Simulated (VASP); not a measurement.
Here is a VASP 6.6.1 calculation.

The input POSCAR:

```
TiCo
1.0
    3.0058871358      0.0000000000      0.0000000000
    0.0000000000      3.0058871358      0.0000000000
    0.0000000000      0.0000000000      3.0058871358
Co Ti
1 1
Direct
    0.5000000000      0.5000000000      0.5000000000
    0.0000000000      0.0000000000      0.0000000000
```

Contents of INCAR.step1:

```
PREC = Accurate ; ENCUT = 520
EDIFF = 1E-5 ; ISMEAR = -1
SIGMA = 0.05 ; LREAL = F
LASPH = T ; NELM = 150
ALGO = Normal ; ISIF = 2
LWAVE = T ; ISPIN = 2
MAGMOM = 2 1 ; LORBIT = 11
LMAXMIX = 4 ; NBANDS = 22
GGA = PE
```

INCAR.step2

```
PREC = Accurate ; ENCUT = 520
EDIFF = 1E-6 ; ISMEAR = -1
SIGMA = 0.05 ; LREAL = F
LASPH = T ; NELM = 150
ALGO = Normal ; ISIF = 2
LWAVE = F ; LCHARG = T
ISPIN = 2 ; MAGMOM = 2 1
LORBIT = 11 ; LMAXMIX = 4
GGA = PE ; LHFCALC = T
AEXX = 0.25 ; PRECFOCK = Normal
LELF = T ; LVHAR = T
NBANDS = 22 ; ISTART = 1
```

KPOINTS

```
regular mesh
0
Gamma
  4 4 4
```

Potentials or basis: VASP PAW PBE potentials, release 64 (Co, Ti_sv).

The run is started by

```console
$ cat potpaw_PBE.64/Co/POTCAR potpaw_PBE.64/Ti_sv/POTCAR > POTCAR
$ cp INCAR.step1 INCAR
$ mpirun -np 1 vasp_std > vasp.out
$ cp INCAR.step2 INCAR
$ mpirun -np 1 vasp_std > vasp.out
```

Task: Predict the site moments.

Result: Co +1.61; Ti -0.41 μB.

Task: Estimate the pressure.

Result: -2.1 GPa.

Task: What does it give for the net moment?

Result: 0.91 μB per cell.

Caveat: the k points lie up to 0.52 Å⁻¹ apart; the PAW data sets were made with another functional, which shifts forces and pressure a little.
